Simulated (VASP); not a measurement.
**AlN (zinc blende type): single point with HSE06**

The system is AlN (zinc blende type).

```xyz
2
Lattice="0.0000 2.2000 2.2000 2.2000 0.0000 2.2000 2.2000 2.2000 0.0000" Properties=species:S:1:pos:R:3 pbc="T T T"
Al    0.0000    0.0000    0.0000
N     1.1000    1.1000    1.1000
```

| Quantity | Value |
| --- | --- |
| Program | VASP 6.6.1 |
| Task | single point |
| Functional | HSE06 |
| Potentials or basis | VASP PAW PBE potentials, release 64 (Al, N) |
| Cutoff | 520 eV |
| k mesh | 6 × 6 × 6 |
| Occupations | fermi-dirac, width 0.02 eV |
| Spin | no spin polarisation |

```
Pressure               : -5.0 GPa
Band gap on the k mesh : 4.53 eV (least direct gap 5.34 eV)
```

Levels at points of the mesh, in eV from the valence-band top:
```tsv
k point	band 2	band 3	band 4	band 5	band 6	band 7
(0.00, 0.00, 0.00)	0.00	0.00	0.00	5.34	14.01	14.01
(0.50, 0.00, 0.00)	-6.25	-0.53	-0.53	8.66	11.48	12.60
(0.50, 0.50, 0.00)	-5.26	-1.93	-1.93	4.53	9.93	15.78
```

Wall time 16 min on 1 thread of AMD EPYC 7R13, on a shared host, peak memory 0.21 GiB.

Caveat: the cell stands under tension; the PAW data sets were made with another functional, which shifts forces and pressure a little. A k mesh can miss the band edges.
